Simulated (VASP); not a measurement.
The system is Al3B2W.

```
CELL_PARAMETERS angstrom
3.31883 0.00000 0.00000
0.00000 3.31883 0.00000
0.00000 0.00000 7.31170
ATOMIC_POSITIONS crystal
Al 0.00000 0.50000 0.38350
Al 0.50000 0.00000 0.61650
Al 0.50000 0.50000 0.00000
B 0.00000 0.50000 0.73150
B 0.50000 0.00000 0.26850
W 0.00000 0.00000 0.00000
```

The cell was generated, and may not be a known phase.

```yaml
Program: VASP 6.6.1
Task: relaxation of cell and atoms
Functional: PBE
Potentials_or_basis: VASP PAW PBE potentials, release 64 (Al, B, W_sv)
Cutoff: 500 eV
k_mesh: 5 × 5 × 2
Occupations: gaussian, width 0.2 eV
Spin: no spin polarisation
```

At the start: pressure -5.1 GPa; volume 13.42 Å³/atom.

Q: How do energy, volume and symmetry change on relaxing?

A: Over 9 steps the energy falls by 432.0 meV/atom and the volume is 12.39 Å³/atom (-7.7 %); space group P-4m2 (No. 115, to 0.1 Å) before and after.

Step by step:
```tsv
step	energy change (eV)	largest force (eV/Å)	pressure (GPa)	volume (Å³)
1	0.0000	1.2298	-5.14	80.54
2	-2.4422	0.7908	-1.11	74.56
3	-2.5317	0.7234	2.10	73.37
4	-2.5346	0.7053	3.29	72.99
5	-2.5756	0.1852	-2.62	75.62
6	-2.5784	0.2845	-1.50	75.07
7	-2.5902	0.1303	0.00	74.38
8	-2.5902	0.1291	0.14	74.33
9	-2.5921	0.0455	-0.07	74.35
```

Final structure:
```cif
data_structure
_symmetry_space_group_name_H-M 'P 1'
_symmetry_Int_Tables_number 1
_cell_length_a 3.5254
_cell_length_b 3.5254
_cell_length_c 5.9821
_cell_angle_alpha 90.000
_cell_angle_beta 90.000
_cell_angle_gamma 90.000
_cell_volume 74.35
loop_
_atom_site_label
_atom_site_type_symbol
_atom_site_fract_x
_atom_site_fract_y
_atom_site_fract_z
_atom_site_occupancy
Al1 Al 0.00000 0.50000 0.36409 1
Al2 Al 0.50000 0.00000 0.63591 1
Al3 Al 0.50000 0.50000 0.00000 1
B1 B 0.00000 0.50000 0.72656 1
B2 B 0.50000 0.00000 0.27344 1
W1 W 0.00000 0.00000 0.00000 1
```

Caveat: the k points lie up to 0.53 Å⁻¹ apart in the final cell, too coarse for converged energies and pressures of a metal; a cell axis changed by over 15 % at a fixed basis, so the end point is rough; the relaxation stopped at a loose force limit of 0.08 eV/Å, so its end isn't a converged minimum.
